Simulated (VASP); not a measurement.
# Cu (Fm-3m) in VASP: notebook

Aim: see how the results for Cu move with the level of theory and the settings. Levels: SVWN5, BLYP+D3(BJ). Tasks: single point.

Everything below comes from runs of VASP 6.6.1. Logs are shortened: lines on timing, memory, paths and dates and some standing lists are left out, and cuts for length are marked.

## (1) The cell of the first run

The structure is cubic, space group Fm-3m (No. 225). Conventional cell: a = 3.639 Å, b = 3.639 Å, c = 3.639 Å, α = 90.00°, β = 90.00°, γ = 90.00°. Cu (site symmetry m-3m) has 12 Cu at 2.57 Å within 3.4 Å.

## (2) Single point, SVWN5

The input, INCAR:

```
SYSTEM = Cu
ALGO     = Normal         ! electronic algorithm
EDIFF    = 1E-6           ! SCF threshold, eV
ENCUT    = 600            ! plane-wave cutoff, eV
GGA      = VW             ! functional
GGA_COMPAT= .FALSE.      
ISIF     = 2              ! what is computed and relaxed
ISMEAR   = -1             ! smearing method
LASPH    = .TRUE.         ! aspherical terms in the spheres
LCHARG   = .FALSE.        ! write CHGCAR
LREAL    = .FALSE.        ! projectors in reciprocal space
LWAVE    = .FALSE.        ! write WAVECAR
NBANDS   = 12             ! bands
NELM     = 120            ! most SCF steps
PREC     = Accurate       ! precision mode
SIGMA    = 0.05           ! smearing width, eV
```

The input, KPOINTS:

```
k-points
0
G
  13 13 13
  0 0 0
```

The input, POSCAR:

```
Cu
1.0
    0.0000000000      1.8194705475      1.8194705475
    1.8194705475      0.0000000000      1.8194705475
    1.8194705475      1.8194705475      0.0000000000
Cu
1
Direct
    0.0000000000      0.0000000000      0.0000000000
```

Potentials or basis: VASP PAW PBE potentials, release 64 (Cu).

Command:

```sh
$ cat potpaw_PBE.64/Cu/POTCAR > POTCAR
$ mpirun -np 1 vasp_std > vasp.out
```

OUTCAR:

```text
SYSTEM = Cu
   EDIFF = 1E-6
   ENCUT = 600
   GGA = VW
   ISIF = 2
   ISMEAR = -1
   LASPH = .TRUE.
   LREAL = .FALSE.
   NELM = 120
   PREC = Accurate

 ion  position               nearest neighbor table
   1  0.000  0.000  0.000-

  LATTYP: Found a face centered cubic cell.
 ALAT       =     3.6389410950

  Lattice vectors:

 A1 = (   0.0000000000,   1.8194705475,   1.8194705475)
 A2 = (   1.8194705475,   0.0000000000,   1.8194705475)
 A3 = (   1.8194705475,   1.8194705475,   0.0000000000)

Analysis of symmetry for initial positions (statically):
=====================================================================
 Subroutine PRICEL returns:
 Original cell was already a primitive cell.

 Routine SETGRP: Setting up the symmetry group for a
 face centered cubic supercell.

 Subroutine GETGRP returns: Found 48 space group operations
 (whereof 48 operations were pure point group operations)
 out of a pool of 48 trial point group operations.

The static configuration has the point symmetry O_h .

Analysis of symmetry for dynamics (positions and initial velocities):
=====================================================================
 Subroutine PRICEL returns:
 Original cell was already a primitive cell.

 Routine SETGRP: Setting up the symmetry group for a
 face centered cubic supercell.

 Subroutine GETGRP returns: Found 48 space group operations
 (whereof 48 operations were pure point group operations)
 out of a pool of 48 trial point group operations.

The dynamic configuration has the point symmetry O_h .

 Subroutine INISYM returns: Found 48 space group operations
 (whereof 48 operations are pure point group operations),
 and found     1 'primitive' translations

----------------------------------------------------------------------------------------

                                     Primitive cell

  volume of cell :      12.0466

  direct lattice vectors                    reciprocal lattice vectors
     0.000000000  1.819470547  1.819470547    -0.274805218  0.274805218  0.274805218
     1.819470547  0.000000000  1.819470547     0.274805218 -0.274805218  0.274805218
     1.819470547  1.819470547  0.000000000     0.274805218  0.274805218 -0.274805218

  length of vectors
     2.573119925  2.573119925  2.573119925     0.475976599  0.475976599  0.475976599

  position of ions in fractional coordinates (direct lattice)
     0.000000000  0.000000000  0.000000000

  ion indices of the primitive-cell ions
   primitive index   ion index
                 1           1

[... 79 lines left out ...]
   POTIM  = 0.5000    time-step for ionic-motion
   TEBEG  =    0.0;   TEEND  =   0.0 temperature during run
   PSTRESS=    0.0 pullay stress
   NELECT =      11.0000    total number of electrons
   NUPDOWN=      -1.0000    fix difference up-down
   EMIN   =  10.00;   EMAX   =-10.00  energy-range for DOS
   EFERMI =   0.00;   METHOD = LEGACY
   ISMEAR =    -1;   SIGMA  =   0.05  broadening in eV -4-tet -1-fermi 0-gaus
   EFERMI_NEDOS =   21; number of points for ismear=-14 and -15
   IALGO  =     38    algorithm
   IMIX   =      4    mixing-type and parameters
     AMIX     =   0.40;   BMIX     =  1.00
     AMIX_MAG =   1.60;   BMIX_MAG =  1.00
  volume/ion in A,a.u.               =      12.05        81.29
  Fermi-wavevector in a.u.,A,eV,Ry     =   1.588245  3.001347 34.320977  2.522521
  Thomas-Fermi vector in A             =   2.687278
   LORBIT       =      0    0 simple, 1 ext, 2 COOP (PROOUT), +10 PAW based schemes
   GGA     = VW    functional components
   LHFCALC =     F    Hartree Fock is set to
   AEXX    =    0.0000 exact exchange contribution
   IVDW    =     0    specifies the selected vdW correction
   LEPSILON=     F    determine dielectric tensor
   LRPA    =     F    only Hartree local field effects (RPA)
 non-spin polarized calculation
  energy-cutoff  :      600.00
  volume of cell :       12.05
 maximum number of plane-waves:       415
 NGX is ok and might be reduce to    24
   NGX = 11   NGY = 11   NGZ = 11

 number of electron      10.9999999 magnetization

 Free energy of the ion-electron system (eV)
  ---------------------------------------------------
  ext. energy  EPLUGINS =         0.00000000
  ---------------------------------------------------
  free energy    TOTEN  =        -4.61004568 eV

  energy without entropy =       -4.60737196  energy(sigma->0) =       -4.60870882

 E-fermi :   7.0578     XC(G=0): -12.9849

 val. band max:        6.8622512882   @ k =   0.4615   0.2308   0.0000
 cond. band min:       7.0665505644   @ k =   0.4615   0.3077   0.0000
 fundamental gap:      0.2042992762
 Fermi energy:         7.0577540221

 k-point     1 :       0.0000    0.0000    0.0000
  band No.  band energies     occupation
      1      -2.3184      2.00000
      2       3.8901      2.00000
      3       3.8901      2.00000
      4       3.8901      2.00000
      5       4.7015      2.00000
      6       4.7015      2.00000
      7      29.4666      0.00000
      8      31.7342      0.00000
      9      31.7342      0.00000
     10      31.7342      0.00000
     11      34.2669      0.00000
     12      34.2669      0.00000
[... 331 lines left out ...]
 k-point    24 :       0.4615    0.1538    0.0000
  band No.  band energies     occupation
      1       2.1453      2.00000
      2       3.5691      2.00000
      3       3.9120      2.00000
      4       4.1660      2.00000
      5       5.2686      2.00000
      6       6.5545      1.99991
      7      12.8339      0.00000
      8      23.5540      0.00000
      9      24.7621      0.00000
     10      27.0670      0.00000
     11      36.6429      0.00000
     12      36.8639      0.00000

 [... further k-points ...]

------------------------ aborting loop because EDIFF is reached ----------------------------------------

  FORCE on cell =-STRESS in cart. coord.  units (eV):
  Direction    XX          YY          ZZ          XY          YZ          ZX
  --------------------------------------------------------------------------------------
  -------------------------------------------------------------------------------------
  Total       -1.0864332     -1.0864332     -1.0864332      0.0000000     -0.0000000     -0.0000000
  in kB     -144.4935777   -144.4935777   -144.4935777      0.0000000     -0.0000000     -0.0000000
  external PRESSURE =    -144.4935777 kB  Pullay stress =       0.0000000 kB

 VOLUME and BASIS-vectors are now :
 -----------------------------------------------------------------------------
  energy-cutoff  :      600.00
  volume of cell :       12.05
      direct lattice vectors                 reciprocal lattice vectors
     0.000000000  1.819470547  1.819470547    -0.274805218  0.274805218  0.274805218
     1.819470547  0.000000000  1.819470547     0.274805218 -0.274805218  0.274805218
     1.819470547  1.819470547  0.000000000     0.274805218  0.274805218 -0.274805218

 POSITION                                       TOTAL-FORCE (eV/Angst)
 -----------------------------------------------------------------------------------
      0.00000      0.00000      0.00000         0.000000      0.000000      0.000000
 -----------------------------------------------------------------------------------
    total drift:                               -0.000000     -0.000000      0.000000

  FREE ENERGIE OF THE ION-ELECTRON SYSTEM (eV)
  ---------------------------------------------------
  free  energy   TOTEN  =        -4.6100456784 eV

  energy  without entropy=       -4.6073719587  energy(sigma->0) =       -4.60870882
```

OSZICAR:

```text
N       E                     dE             d eps       ncg     rms          rms(c)
DAV:   1     0.456273723943E+02    0.45627E+02   -0.59700E+03  2196   0.170E+03
DAV:   2    -0.415296966835E+01   -0.49780E+02   -0.46212E+02  2084   0.218E+02
DAV:   3    -0.572975763053E+01   -0.15768E+01   -0.15645E+01  2348   0.441E+01
DAV:   4    -0.573949196030E+01   -0.97343E-02   -0.97329E-02  2324   0.305E+00
DAV:   5    -0.573958519586E+01   -0.93236E-04   -0.93234E-04  2380   0.308E-01    0.853E+00
DAV:   6    -0.513376487108E+01    0.60582E+00   -0.19122E+01  2408   0.837E+01    0.468E+00
DAV:   7    -0.462327997551E+01    0.51048E+00   -0.30160E+00  2408   0.335E+01    0.469E-01
DAV:   8    -0.461264047801E+01    0.10639E-01   -0.97959E-03  2556   0.201E+00    0.376E-01
DAV:   9    -0.461003540770E+01    0.26051E-02   -0.13750E-02  2436   0.198E+00    0.179E-02
DAV:  10    -0.461004345066E+01   -0.80430E-05   -0.39984E-05  2924   0.102E-01    0.465E-03
DAV:  11    -0.461004567999E+01   -0.22293E-05   -0.83414E-07  1680   0.917E-03    0.657E-04
DAV:  12    -0.461004567839E+01    0.16023E-08   -0.81102E-08  1308   0.441E-03
   1 F= -.46100457E+01 E0= -.46087088E+01  d E =-.267372E-02
```

stdout:

```text
POSCAR found type information on POSCAR Cu
 POSCAR found :  1 types and       1 ions
 scaLAPACK will be used
 -----------------------------------------------------------------------------
|                                                                             |
|                                                                             |
|     You enforced a specific xc type in the INCAR file but a different       |
|     I HOPE YOU KNOW WHAT YOU ARE DOING!                                     |
|                                                                             |
 -----------------------------------------------------------------------------

 LDA part: xc-table for (Slater(with rela. corr.)+VWN5), standard interpolation
 POSCAR, INCAR and KPOINTS ok, starting setup
 FFT: planning ... GRIDC
 FFT: planning ... GRID_SOFT
 FFT: planning ... GRID
 WAVECAR not read
 entering main loop
```

It took 8.9 s on 1 thread of AMD EPYC 9R45 (Zen 5), shared host; peak memory 0.1 GiB.

Results:

- Free energy: -4.6100 eV
- Pressure: -14.4 GPa
- Band gap on the k mesh: zero (an odd number of electrons rules out a gap without spin polarisation)

Caveat: the cell stands under tension; the PAW data sets were made with another functional, which shifts forces and pressure a little.

## (3) Single point, BLYP+D3(BJ)

This run uses another cell than the first one, of 12.28 Å³/atom.

The input, INCAR:

```
AGGAC = 1.0
AGGAX = 1.0
ALDAC = 0.0
ALDAX = 1.0
ALGO = Normal
EDIFF = 1E-6
ENCUT = 600
GGA = B5
GGA_COMPAT = False
ISIF = 2
ISMEAR = -1
IVDW = 12
LASPH = True
LCHARG = False
LREAL = False
LWAVE = False
NBANDS = 12
NELM = 120
PREC = Accurate
SIGMA = 0.05
VDW_A1 = 0.4298
VDW_A2 = 4.2359
VDW_S6 = 1.0
VDW_S8 = 2.6996
```

The input, KPOINTS:

```
k-points
0
Gamma
  13 13 13
```

The input, POSCAR:

```
Cu
1.0
    0.0000000000      1.8312856224      1.8312856224
    1.8312856224      0.0000000000      1.8312856224
    1.8312856224      1.8312856224      0.0000000000
Cu
1
Direct
    0.0000000000      0.0000000000      0.0000000000
```

Potentials or basis: VASP PAW PBE potentials, release 64 (Cu).

Command:

```sh
$ cat potpaw_PBE.64/Cu/POTCAR > POTCAR
$ mpirun -np 1 vasp_std > vasp.out
```

OUTCAR:

```text
EDIFF = 1E-6
   ENCUT = 600
   GGA = B5
   ISIF = 2
   ISMEAR = -1
   IVDW = 12
   LASPH = True
   LREAL = False
   NELM = 120
   PREC = Accurate
 IVDW          = 12

 ion  position               nearest neighbor table
   1  0.000  0.000  0.000-

  LATTYP: Found a face centered cubic cell.
 ALAT       =     3.6625712448

  Lattice vectors:

 A1 = (   0.0000000000,   1.8312856224,   1.8312856224)
 A2 = (   1.8312856224,   0.0000000000,   1.8312856224)
 A3 = (   1.8312856224,   1.8312856224,   0.0000000000)

Analysis of symmetry for initial positions (statically):
=====================================================================
 Subroutine PRICEL returns:
 Original cell was already a primitive cell.

 Routine SETGRP: Setting up the symmetry group for a
 face centered cubic supercell.

 Subroutine GETGRP returns: Found 48 space group operations
 (whereof 48 operations were pure point group operations)
 out of a pool of 48 trial point group operations.

The static configuration has the point symmetry O_h .

Analysis of symmetry for dynamics (positions and initial velocities):
=====================================================================
 Subroutine PRICEL returns:
[... 169 lines left out ...]
      6       5.3440      2.00000
      7      30.2194      0.00000
      8      32.1486      0.00000
      9      32.1486      0.00000
     10      32.1486      0.00000
     11      34.7777      0.00000
     12      34.7777      0.00000
[... 331 lines left out ...]
 k-point    24 :       0.4615    0.1538    0.0000
  band No.  band energies     occupation
      1       2.9385      2.00000
      2       4.2917      2.00000
      3       4.6347      2.00000
      4       4.8379      2.00000
      5       5.9042      2.00000
      6       7.2695      1.99991
      7      13.4764      0.00000
      8      24.1562      0.00000
      9      25.2652      0.00000
     10      27.6663      0.00000
     11      37.0967      0.00000
     12      37.4189      0.00000

 [... further k-points ...]

------------------------ aborting loop because EDIFF is reached ----------------------------------------

 Edisp (eV)   -1.26527

 E8    (eV) :    -0.9222

  FORCE on cell =-STRESS in cart. coord.  units (eV):
  Direction    XX          YY          ZZ          XY          YZ          ZX
  --------------------------------------------------------------------------------------
  -------------------------------------------------------------------------------------
  Total      -0.98104    -0.98104    -0.98104     0.00000    -0.00000     0.00000
  in kB    -127.96794  -127.96794  -127.96794     0.00000    -0.00000     0.00000
  external pressure =     -127.97 kB  Pullay stress =        0.00 kB

 VOLUME and BASIS-vectors are now :
 -----------------------------------------------------------------------------
  energy-cutoff  :      600.00
  volume of cell :       12.28
      direct lattice vectors                 reciprocal lattice vectors
     0.000000000  1.831285622  1.831285622    -0.273032232  0.273032232  0.273032232
     1.831285622  0.000000000  1.831285622     0.273032232 -0.273032232  0.273032232
     1.831285622  1.831285622  0.000000000     0.273032232  0.273032232 -0.273032232

 POSITION                                       TOTAL-FORCE (eV/Angst)
 -----------------------------------------------------------------------------------
      0.00000      0.00000      0.00000        -0.000000     -0.000000      0.000000
 -----------------------------------------------------------------------------------
    total drift:                               -0.000000     -0.000000     -0.000000

  FREE ENERGIE OF THE ION-ELECTRON SYSTEM (eV)
  ---------------------------------------------------
  free  energy   TOTEN  =        -4.2407413228 eV

  energy  without entropy=       -4.2380771274  energy(sigma->0) =       -4.23940923
```

OSZICAR:

```text
N       E                     dE             d eps       ncg     rms          rms(c)
DAV:   1     0.467784580818E+02    0.46778E+02   -0.59901E+03  2284   0.170E+03
DAV:   2    -0.224676125852E+01   -0.49025E+02   -0.45053E+02  2060   0.213E+02
DAV:   3    -0.377637366361E+01   -0.15296E+01   -0.15241E+01  2396   0.441E+01
DAV:   4    -0.378612372836E+01   -0.97501E-02   -0.97486E-02  2244   0.308E+00
DAV:   5    -0.378622518038E+01   -0.10145E-03   -0.10145E-03  2476   0.320E-01    0.725E+00
DAV:   6    -0.333944014716E+01    0.44679E+00   -0.13352E+01  2392   0.704E+01    0.384E+00
DAV:   7    -0.298614625954E+01    0.35329E+00   -0.21230E+00  2400   0.285E+01    0.480E-01
DAV:   8    -0.297713906452E+01    0.90072E-02   -0.57128E-03  2480   0.133E+00    0.308E-01
DAV:   9    -0.297546720656E+01    0.16719E-02   -0.92814E-03  2496   0.168E+00    0.223E-02
DAV:  10    -0.297547535236E+01   -0.81458E-05   -0.42871E-05  2724   0.962E-02    0.559E-03
DAV:  11    -0.297547574948E+01   -0.39712E-06   -0.12806E-06  2392   0.133E-02
   1 F= -.42407413E+01 E0= -.42394092E+01  d E =-.266420E-02
```

Run time: 13 s. Hardware: 1 thread of AMD EPYC 9R45 (Zen 5), shared host; peak memory 0.12 GiB.

Results:

* Free energy: -4.2407 eV
* Pressure: -12.8 GPa
* Band gap on the k mesh: zero (an odd number of electrons rules out a gap without spin polarisation)
* Dispersion energy per atom: -1.265 eV

Caveat: the cell stands under tension; the PAW data sets were made with another functional, which shifts forces and pressure a little.
